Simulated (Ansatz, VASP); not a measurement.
BiH: VASP beside Ansatz

Contents of INCAR:

```
PREC = Accurate
ENCUT = 520
EDIFF = 1E-6
ISMEAR = 0
SIGMA = 0.1
LREAL = F
LASPH = T
NELM = 100
ALGO = Normal
ISIF = 2
LWAVE = F
LCHARG = F
GGA = PE
NBANDS = 24
```

File KPOINTS:

```
regular mesh
0
Gamma
  6 6 4
```

The input POSCAR:

```
BiH
1.0
    3.5450198800      0.0000000000      0.0000000000
   -1.7725099400      3.0700772700      0.0000000000
    0.0000000000      0.0000000000      5.8407379800
Bi H
2 2
Direct
    0.3333333300      0.6666666700      0.7500000000
    0.6666666700      0.3333333300      0.2500000000
    0.0000000000      0.0000000000      0.0000000000
    0.0000000000      0.0000000000      0.5000000000
```

Input for Ansatz:

```yaml
crystal:
  lattice:
    - [3.54501988, 0.0, 0.0]
    - [-1.77250994, 3.07007727, 0.0]
    - [0.0, 0.0, 5.84073798]
  atoms:
    - { symbol: Bi, position: [0.33333333, 0.66666667, 0.75] }
    - { symbol: Bi, position: [0.66666667, 0.33333333, 0.25] }
    - { symbol: H, position: [0.0, 0.0, 0.0] }
    - { symbol: H, position: [0.0, 0.0, 0.5] }
basis:
  ecutwfc: 420
kpoints:
  mp_grid: { grid: [6, 6, 4] }
hamiltonian:
  xc: pbe
scf:
  occupations: { method: gaussian, width: 0.1 }
  lower_state_search: "off"
output:
  forces: true
  stress: true
  eigenvalues: true
```

Alike in both runs: task single point; functional PBE; k mesh 6 × 6 × 4; occupations gaussian, width 0.1 eV; no spin polarisation.

```csv
,VASP,Ansatz
version,VASP 6.6.1,Ansatz 0.2.0
potentials or method,"VASP PAW PBE potentials, release 64 (Bi_d, H), cutoff 520 eV","scalar-relativistic, plane waves, PAW"
valence electrons in the cell,32,32
```

VASP gave:

| Item | Value |
| --- | --- |
| gap on the k mesh at the Fermi level (eV) | none |
| pressure (GPa) | 4.0 |
| traceless stress, the component that is largest in VASP (GPa) | 0.26 |

Estimate Ansatz's values.

gap on the k mesh at the Fermi level (eV): none; pressure (GPa): 4.1; traceless stress, the component that is largest in VASP (GPa): 0.27.

A gap of «none» marks a metal or a gap that the smearing closes. The functional is the same, so the differences come from potentials, cutoffs and numerics.

Neither program's run includes spin-orbit coupling.
